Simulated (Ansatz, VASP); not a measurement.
# Two plane-wave programs on Pt

```xyz
1
Lattice="0.0000 2.1636 2.1636 2.1636 0.0000 2.1636 1.9283 1.9283 0.2353" Properties=species:S:1:pos:R:3 pbc="T T T"
Pt    0.0000    0.0000    0.0000
```

Alike in both runs: task single point; functional PBEsol; k mesh 18 × 18 × 18; occupations gaussian, width 0.1 eV; no spin polarisation.

|  | VASP | Ansatz |
| --- | --- | --- |
| version | VASP 6.6.1 | Ansatz 0.2.0 |
| potentials or method | VASP PAW PBE potentials, release 64 (Pt), cutoff 520 eV | scalar-relativistic, plane waves, PAW |
| valence electrons in the cell | 10 | 18 |

VASP gave:

- gap on the k mesh at the Fermi level (eV): none
- pressure (GPa): -19.4
- traceless stress, the component that is largest in VASP (GPa): 4.53

Q: Estimate Ansatz's values.

A: gap on the k mesh at the Fermi level (eV): none; pressure (GPa): -19.0; traceless stress, the component that is largest in VASP (GPa): 4.56.

VASP's potentials were made for PBE, not for PBEsol. A gap of «none» marks a metal or a gap that the smearing closes. VASP's potentials hold 10 valence electrons a cell and Ansatz's 18, so a difference there can come from the potentials and not from the codes.

Spin-orbit coupling is off throughout.
